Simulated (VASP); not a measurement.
# SrO (P6/mmm) in VASP: relaxation of cell and atoms with PBE

Aim: the relaxation of cell and atoms of SrO with PBE.

Everything below comes from runs of VASP 6.6.1. Logs are shortened: lines on timing, memory, paths and dates and some standing lists are left out, and cuts for length are marked.

## 1. The cell of the first run

The structure is hexagonal, space group P6/mmm (No. 191). The conventional cell has a = 3.237 Å, b = 3.237 Å, c = 7.838 Å, α = 90.00°, β = 90.00°, γ = 120.00°. Sr (site symmetry 6mm) has 6 O at 2.44 Å and 7 Sr at 3.15 to 3.24 Å within 3.3 Å. Within 2.5 Å of O (site symmetry -6m2) lie 3 O at 1.87 Å and 6 Sr at 2.44 Å.

The cell was generated, and may not be a known phase.

## 2. Relaxation of cell and atoms, PBE

Input file INCAR:

```
SYSTEM = SrO
  ALGO = Normal
  EDIFF = 1E-7
  EDIFFG = -0.04
  ENCUT = 1340
  GGA = PE
  GGA_COMPAT = .FALSE.
  IBRION = 2
  ISIF = 3
  ISMEAR = 0
  LASPH = .TRUE.
  LCHARG = .FALSE.
  LREAL = .FALSE.
  LWAVE = .FALSE.
  NELM = 120
  NELMIN = 4
  NSW = 90
  PREC = Accurate
  SIGMA = 0.1
```

Input file KPOINTS:

```
k-points
0
G
  6 6 2
  0 0 0
```

Input file POSCAR:

```
SrO
1.0
    3.2368138900      0.0000000000      0.0000000000
   -1.6184069400      2.8031630500      0.0000000000
    0.0000000000      0.0000000000      7.8378640900
Sr O
2 2
Direct
    0.0000000000      0.0000000000      0.7992355400
    0.0000000000      0.0000000000      0.2007644600
    0.3333333300      0.6666666700      0.0000000000
    0.6666666700      0.3333333300      0.0000000000
```

Potentials or basis: VASP PAW PBE potentials, release 64 (Sr_sv, O_h).

Launch:

```sh
cat potpaw_PBE.64/Sr_sv/POTCAR potpaw_PBE.64/O_h/POTCAR > POTCAR
mpirun -np 1 vasp_std > vasp.out
```

OUTCAR:

```text
SYSTEM = SrO
   EDIFF = 1E-7
   EDIFFG = -0.04
   ENCUT = 1340
   GGA = PE
   IBRION = 2
   ISIF = 3
   ISMEAR = 0
   LASPH = .TRUE.
   LREAL = .FALSE.
   NELM = 120
   NELMIN = 4
   NSW = 90
   PREC = Accurate

 ion  position               nearest neighbor table
   1  0.000  0.000  0.799-   3 2.44   4 2.44   3 2.44   4 2.44   4 2.44   3 2.44   2 3.15   2 4.51
                             2 4.51   2 4.51   2 4.51   2 4.51   2 4.51   2 4.69
   2  0.000  0.000  0.201-   3 2.44   4 2.44   3 2.44   4 2.44   4 2.44   3 2.44   1 3.15   1 4.51
                             1 4.51   1 4.51   1 4.51   1 4.51   1 4.51   1 4.69
   3  0.333  0.667  0.000-   1 2.44   2 2.44   1 2.44   2 2.44   1 2.44   2 2.44
   4  0.667  0.333  0.000-   1 2.44   2 2.44   1 2.44   2 2.44   1 2.44   2 2.44

  LATTYP: Found a hexagonal cell.
 ALAT       =     3.2368138900
 C/A-ratio  =     2.4214750543

  Lattice vectors:

 A1 = (   3.2368138900,   0.0000000000,   0.0000000000)
 A2 = (  -1.6184069400,   2.8031630500,   0.0000000000)
 A3 = (   0.0000000000,   0.0000000000,   7.8378640900)

Analysis of symmetry for initial positions (statically):
=====================================================================
 Subroutine PRICEL returns:
 Original cell was already a primitive cell.

 Routine SETGRP: Setting up the symmetry group for a
 hexagonal supercell.

 Subroutine GETGRP returns: Found 24 space group operations
 (whereof 24 operations were pure point group operations)
 out of a pool of 24 trial point group operations.

The static configuration has the point symmetry D_6h.

Analysis of symmetry for dynamics (positions and initial velocities):
=====================================================================
 Subroutine PRICEL returns:
 Original cell was already a primitive cell.

 Routine SETGRP: Setting up the symmetry group for a
 hexagonal supercell.

 Subroutine GETGRP returns: Found 24 space group operations
 (whereof 24 operations were pure point group operations)
 out of a pool of 24 trial point group operations.

The dynamic configuration has the point symmetry D_6h.

 Subroutine INISYM returns: Found 24 space group operations
 (whereof 24 operations are pure point group operations),
 and found     1 'primitive' translations

----------------------------------------------------------------------------------------

                                     Primitive cell

  volume of cell :      71.1154

  direct lattice vectors                    reciprocal lattice vectors
     3.236813890  0.000000000  0.000000000     0.308945782  0.178369931  0.000000000
    -1.618406940  2.803163050  0.000000000     0.000000000  0.356739862  0.000000000
     0.000000000  0.000000000  7.837864090     0.000000000  0.000000000  0.127585780

  length of vectors
     3.236813890  3.236813882  7.837864090     0.356739861  0.356739862  0.127585780

  position of ions in fractional coordinates (direct lattice)
     0.000000000  0.000000000  0.799235540
     0.000000000  0.000000000  0.200764460
     0.333333330  0.666666670  0.000000000
     0.666666670  0.333333330  0.000000000

  ion indices of the primitive-cell ions
   primitive index   ion index
                 1           1
                 2           2
                 3           3
                 4           4

----------------------------------------------------------------------------------------

 KPOINTS: k-points

Automatic generation of k-mesh.
 Grid dimensions read from file:
 generate k-points for:    6    6    2

 Generating k-lattice:

  Cartesian coordinates                     Fractional coordinates (reciprocal lattice)
     0.051490964  0.029728322  0.000000000     0.166666667  0.000000000  0.000000000
     0.000000000  0.059456644  0.000000000     0.000000000  0.166666667  0.000000000
     0.000000000  0.000000000  0.063792890     0.000000000  0.000000000  0.500000000

  Length of vectors
     0.059456644  0.059456644  0.063792890

  Shift w.r.t. Gamma in fractional coordinates (k-lattice)
     0.000000000  0.000000000  0.000000000

 Subroutine IBZKPT returns following result:
 ===========================================

 Found     14 irreducible k-points:

 Following reciprocal coordinates:
            Coordinates               Weight
  0.000000  0.000000  0.000000      1.000000
  0.166667  0.000000  0.000000      6.000000
  0.333333  0.000000  0.000000      6.000000
  0.500000  0.000000  0.000000      3.000000
  0.166667  0.166667  0.000000      6.000000
  0.333333  0.166667  0.000000     12.000000
  0.333333  0.333333  0.000000      2.000000
  0.000000  0.000000  0.500000      1.000000
  0.166667  0.000000  0.500000      6.000000
  0.333333  0.000000  0.500000      6.000000
  0.500000  0.000000  0.500000      3.000000
  0.166667  0.166667  0.500000      6.000000
  0.333333  0.166667  0.500000     12.000000
  0.333333  0.333333  0.500000      2.000000
   k-points           NKPTS =     14   k-points in BZ     NKDIM =     14   number of bands    NBANDS=     20
   number of dos      NEDOS =    301   number of ions     NIONS =      4
   total plane-waves  NPLWV = 153600
   dimension x,y,z NGX =    40 NGY =   40 NGZ =   96
   dimension x,y,z NGXF=    80 NGYF=   80 NGZF=  192
   ions per type =               2   2
   NGX,Y,Z   is equivalent  to a cutoff of  20.54, 20.54, 20.36 a.u.
   NGXF,Y,Z  is equivalent  to a cutoff of  41.09, 41.09, 40.72 a.u.
 SYSTEM =  SrO
   PREC   = accura    normal or accurate (medium, high low for compatibility)
   ISTART =      0    job   : 0-new  1-cont  2-samecut
   ICHARG =      2    charge: 1-file 2-atom 10-const
   ISPIN  =      1    spin polarized calculation?
   LNONCOLLINEAR =      F non collinear calculations
   LSORBIT =      F    spin-orbit coupling
   LASPH  =      T    aspherical Exc in radial PAW
   ENCUT  = 1340.0 eV  98.49 Ry    9.92 a.u.   9.66  9.66 23.39*2*pi/ulx,y,z
   NELM   =    120;   NELMIN=  4; NELMDL= -5     # of ELM steps
   EDIFF  = 0.1E-06   stopping-criterion for ELM
   LREAL  =      F    real-space projection
   EDIFFG = -.4E-01   stopping-criterion for IOM
   NSW    =     90    number of steps for IOM
   IBRION =      2    ionic relax: 0-MD 1-quasi-New 2-CG
   NFREE  =      1    steps in history (QN), initial steepest desc. (CG)
   ISIF   =      3    stress and relaxation
   ISYM   =      2    0-nonsym 1-usesym 2-fastsym
   POTIM  = 0.5000    time-step for ionic-motion
   TEBEG  =    0.0;   TEEND  =   0.0 temperature during run
   PSTRESS=    0.0 pullay stress
   NELECT =      32.0000    total number of electrons
   NUPDOWN=      -1.0000    fix difference up-down
   EMIN   =  10.00;   EMAX   =-10.00  energy-range for DOS
   EFERMI =   0.00;   METHOD = LEGACY
   ISMEAR =     0;   SIGMA  =   0.10  broadening in eV -4-tet -1-fermi 0-gaus
   EFERMI_NEDOS =   21; number of points for ismear=-14 and -15
   IALGO  =     38    algorithm
   IMIX   =      4    mixing-type and parameters
     AMIX     =   0.40;   BMIX     =  1.00
     AMIX_MAG =   1.60;   BMIX_MAG =  1.00
  volume/ion in A,a.u.               =      17.78       119.98
  Fermi-wavevector in a.u.,A,eV,Ry     =   1.254499  2.370659 21.412400  1.573767
  Thomas-Fermi vector in A             =   2.388301
   LORBIT       =      0    0 simple, 1 ext, 2 COOP (PROOUT), +10 PAW based schemes
   GGA     = PE    functional components
   LHFCALC =     F    Hartree Fock is set to
   AEXX    =    0.0000 exact exchange contribution
   IVDW    =     0    specifies the selected vdW correction
   LEPSILON=     F    determine dielectric tensor
   LRPA    =     F    only Hartree local field effects (RPA)
 conjugate gradient relaxation of ions
 non-spin polarized calculation
 Gauss-broadening in eV      SIGMA  =   0.10
  energy-cutoff  :     1340.00
  volume of cell :       71.12
 maximum number of plane-waves:      7957
 NGX is ok and might be reduce to    40
   NGX = 19   NGY = 19   NGZ = 47

--------------------------------------- Ionic step        1  -------------------------------------------

 number of electron      32.0000000 magnetization

 Free energy of the ion-electron system (eV)
  ---------------------------------------------------
  ext. energy  EPLUGINS =         0.00000000
  ---------------------------------------------------
  free energy    TOTEN  =       -13.98956551 eV

  energy without entropy =      -13.98571810  energy(sigma->0) =      -13.98764181

 E-fermi :   4.9670     XC(G=0):  -9.7740

 val. band max:        4.8440050638   @ k =   0.1667   0.1667   0.5000
 cond. band min:       5.0911206314   @ k =   0.5000   0.0000   0.0000
 fundamental gap:      0.2471155676
 Fermi energy:         4.9669930235

 k-point     1 :       0.0000    0.0000    0.0000
  band No.  band energies     occupation
      1     -31.1399      2.00000
      2     -30.9920      2.00000
      3     -18.0638      2.00000
      4     -12.8240      2.00000
      5     -12.3691      2.00000
      6     -12.3691      2.00000
[... 12 lines left out ...]
     19       5.7638      0.00000
     20       8.2041      0.00000
[... 547 lines left out ...]
 POSITION                                       TOTAL-FORCE (eV/Angst)
 -----------------------------------------------------------------------------------
     -1.97092      3.41373      5.82778        -0.000000      0.000000     -0.052216
     -1.97092      3.41373      1.40430        -0.000000     -0.000000      0.052216
     -0.00000      2.27582      0.00000         0.000000     -0.000000      0.000000
      1.97092      1.13791      0.00000        -0.000000      0.000000     -0.000000
 -----------------------------------------------------------------------------------
    total drift:                                0.000000     -0.000000     -0.000000

  FREE ENERGIE OF THE ION-ELECTRON SYSTEM (eV)
  ---------------------------------------------------
  free  energy   TOTEN  =       -18.3617725062 eV

  energy  without entropy=      -18.3502750005  energy(sigma->0) =      -18.35602375

--------------------------------------- Ionic step        8  -------------------------------------------

 number of electron      32.0000001 magnetization

 Free energy of the ion-electron system (eV)
  ---------------------------------------------------
  ext. energy  EPLUGINS =         0.00000000
  ---------------------------------------------------
  free energy    TOTEN  =       -18.36194104 eV

  energy without entropy =      -18.35044168  energy(sigma->0) =      -18.35619136

 E-fermi :   2.1534     XC(G=0):  -8.4225

 val. band max:        2.1251628458   @ k =   0.3333   0.0000   0.5000
 cond. band min:       2.3634519886   @ k =   0.5000   0.0000   0.0000
 fundamental gap:      0.2382891429
 Fermi energy:         2.1533517485

 k-point     1 :       0.0000    0.0000    0.0000
  band No.  band energies     occupation
      1     -33.1538      2.00000
      2     -32.8950      2.00000
      3     -16.9135      2.00000
      4     -14.9356      2.00000
      5     -14.9356      2.00000
      6     -14.6957      2.00000
[... 12 lines left out ...]
     19       5.1492      0.00000
     20       6.6817      0.00000
[... 319 lines left out ...]
 POSITION                                       TOTAL-FORCE (eV/Angst)
 -----------------------------------------------------------------------------------
      0.00000     -0.00000      5.82905         0.000000      0.000000     -0.036374
      0.00000     -0.00000      1.40517         0.000000      0.000000      0.036374
     -0.00000      2.27852      0.00000        -0.000000     -0.000000     -0.000000
      1.97326      1.13926      0.00000         0.000000      0.000000     -0.000000
 -----------------------------------------------------------------------------------
    total drift:                                0.000000     -0.000000     -0.000000

  FREE ENERGIE OF THE ION-ELECTRON SYSTEM (eV)
  ---------------------------------------------------
  free  energy   TOTEN  =       -18.3619410362 eV

  energy  without entropy=      -18.3504416784  energy(sigma->0) =      -18.35619136

 reached required accuracy - stopping structural energy minimisation
```

Wall time 21 min (1 thread of AMD EPYC, shared host); peak memory 0.45 GiB.

What came out:

```yaml
Free_energy: -18.3619 eV
Relaxed_volume: 24.39 Å³/atom
Relaxed_cell: a = 3.947 Å, b = 3.947 Å, c = 7.234 Å, α = 90.00°, β = 90.00°, γ = 120.00°
Space_group_after_relaxing_to_0.1_Å: P6/mmm (No. 191)
Energy_gained_by_relaxing: 1093.1 meV/atom
Ionic_steps: 8
Pressure_after_relaxing: 0.0 GPa
Largest_force_after_relaxing: 0.036 eV/Å
Band_gap_on_the_k_mesh: zero (bands 16 and 17 overlap by 1.76 eV)
```

Forces on the atoms (eV/Å):
```
Sr   0.000  0.000 -0.036
Sr   0.000  0.000  0.036
O    0.000  0.000  0.000
O    0.000  0.000  0.000
```

Stress tensor (GPa, compression positive):
```
-0.03  0.00  0.00
 0.00 -0.03  0.00
 0.00  0.00  0.15
```

Step by step:
```tsv
step	energy change (eV)	largest force (eV/Å)	pressure (GPa)	volume (Å³)
1	0.0000	0.5764	33.57	71.12
2	-3.8138	1.7461	-6.32	114.48
3	-3.9771	1.6960	-2.61	102.97
4	-3.9824	1.7237	-3.48	104.92
5	-4.3395	0.1493	-1.36	100.31
6	-4.3487	0.1512	-1.72	100.95
7	-4.3722	0.0522	0.17	97.32
8	-4.3724	0.0364	0.03	97.58
```

Final structure:
```cif
data_structure
_symmetry_space_group_name_H-M 'P 1'
_symmetry_Int_Tables_number 1
_cell_length_a 3.9465
_cell_length_b 3.9465
_cell_length_c 7.2342
_cell_angle_alpha 90.000
_cell_angle_beta 90.000
_cell_angle_gamma 120.000
_cell_volume 97.58
loop_
_atom_site_label
_atom_site_type_symbol
_atom_site_fract_x
_atom_site_fract_y
_atom_site_fract_z
_atom_site_occupancy
Sr1 Sr 0.00000 0.00000 0.80576 1
Sr2 Sr 0.00000 0.00000 0.19424 1
O1 O 0.33333 0.66667 0.00000 1
O2 O 0.66667 0.33333 0.00000 1
```

Levels at points of the mesh, in eV from the Fermi level:
```
           k point  band 15  band 16  band 17  band 18  band 19  band 20
(0.00, 0.00, 0.00)    -1.08    -0.88    -0.88     2.08     3.00     4.53
(0.50, 0.00, 0.00)    -0.70     0.21     0.75     1.18     2.72     3.68
(0.00, 0.00, 0.50)    -0.90    -0.87    -0.87     1.22     3.66     4.38
(0.50, 0.00, 0.50)    -0.66     0.21     0.92     1.75     2.97     3.01
```

Caveat: the k points lie up to 0.43 Å⁻¹ apart in the final cell, too coarse for converged energies and pressures of a metal; the volume moved by over 15 % at a fixed basis, so the end points are rough.

The gap in the log of VASP goes by the Fermi energy; the results here count the filled bands.